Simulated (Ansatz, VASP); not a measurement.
# Sc: VASP beside Ansatz

```
CELL_PARAMETERS angstrom
3.30880 0.00000 0.00000
-1.65440 2.86550 0.02507
0.00000 0.04609 5.26800
ATOMIC_POSITIONS crystal
Sc 0.33333 0.66667 0.25000
Sc 0.66667 0.33333 0.75000
```

Change from the starting cell: strain +0.0175 x Voigt [0, 0, 0, 1, 0, 0], atoms carried along.

Alike in both runs: task single point; functional PBEsol; k mesh 18 × 18 × 10; occupations gaussian, width 0.15 eV; no spin polarisation.

|  | VASP | Ansatz |
| --- | --- | --- |
| version | VASP 6.6.1 | Ansatz 0.2.0 |
| potentials or method | VASP PAW PBE potentials, release 64 (Sc_sv), cutoff 520 eV | scalar-relativistic, plane waves, PAW |
| valence electrons in the cell | 22 | 22 |

|  | VASP | Ansatz | Ansatz less VASP |
| --- | --- | --- | --- |
| gap on the k mesh at the Fermi level (eV) | none | none | - |
| pressure (GPa) | -2.7 | -2.8 | -0.02 |
| traceless stress, the component that is largest in VASP (GPa) | -1.06 | -1.06 | +0.001 |

VASP's potentials were made for PBE, not for PBEsol. A gap of «none» marks a metal or a gap that the smearing closes. The functional is the same, so the differences come from potentials, cutoffs and numerics.
